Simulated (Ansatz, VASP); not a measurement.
## Two plane-wave programs on Ag

The input POSCAR:

```
Ag
1.0
    3.1643979269      0.0000000000      0.0000000000
   -1.5821989634      2.7404489923      0.0000000000
    0.0000000000      0.0000000000      4.5984000000
Ag
2
Direct
    0.3333333333      0.6666666667      0.2500000000
    0.6666666667      0.3333333333      0.7500000000
```

File INCAR.step1:

```
PREC = Accurate
ENCUT = 520
ISMEAR = 0
SIGMA = 0.15
LREAL = F
LASPH = T
NELM = 60
NBANDS = 18
GGA = PE
ALGO = Normal
EDIFF = 1E-4
LWAVE = T
LCHARG = F
```

Contents of INCAR.step2:

```
PREC = Accurate
ENCUT = 520
EDIFF = 1E-6
ISMEAR = 0
SIGMA = 0.15
LREAL = F
LASPH = T
NELM = 60
ALGO = Normal
ISIF = 2
LWAVE = F
LCHARG = F
METAGGA = R2SCAN
LMIXTAU = T
NBANDS = 18
ISTART = 1
```

File KPOINTS:

```
Automatic mesh
0
Gamma
  18 18 10
```

Input for Ansatz:

```yaml
crystal:
  lattice:
    - [3.1643979269, 0.0, 0.0]
    - [-1.5821989634, 2.7404489923, 0.0]
    - [0.0, 0.0, 4.5984]
  atoms:
    - { symbol: Ag, position: [0.3333333333, 0.6666666667, 0.25] }
    - { symbol: Ag, position: [0.6666666667, 0.3333333333, 0.75] }
basis:
  ecutwfc: 500
kpoints:
  mp_grid: { grid: [18, 18, 10] }
hamiltonian:
  xc: r2scan
scf:
  occupations: { method: gaussian, width: 0.15 }
output:
  forces: true
  stress: true
  eigenvalues: true
```

Change from the starting cell: strain +0.080 along x and y, -0.040 along z, atoms carried along.

Alike in both runs: task single point; functional r2SCAN; k mesh 18 × 18 × 10; occupations gaussian, width 0.15 eV; no spin polarisation.

|  | VASP | Ansatz |
| --- | --- | --- |
| version | VASP 6.6.1 | Ansatz 0.2.0 |
| potentials or method | VASP PAW PBE potentials, release 64 (Ag), cutoff 520 eV | scalar-relativistic, plane waves, PAW |
| valence electrons in the cell | 22 | 38 |

```csv
,VASP,Ansatz,Ansatz less VASP
gap on the k mesh at the Fermi level (eV),none,none,-
pressure (GPa),-8.6,-8.6,0.00
"traceless stress, the component that is largest in VASP (GPa)",3.16,3.12,-0.039
```

VASP's potentials were made for PBE, not for r2SCAN. A gap of «none» marks a metal or a gap that the smearing closes. VASP's potentials hold 22 valence electrons a cell and Ansatz's 38, so a difference there can come from the potentials and not from the codes.
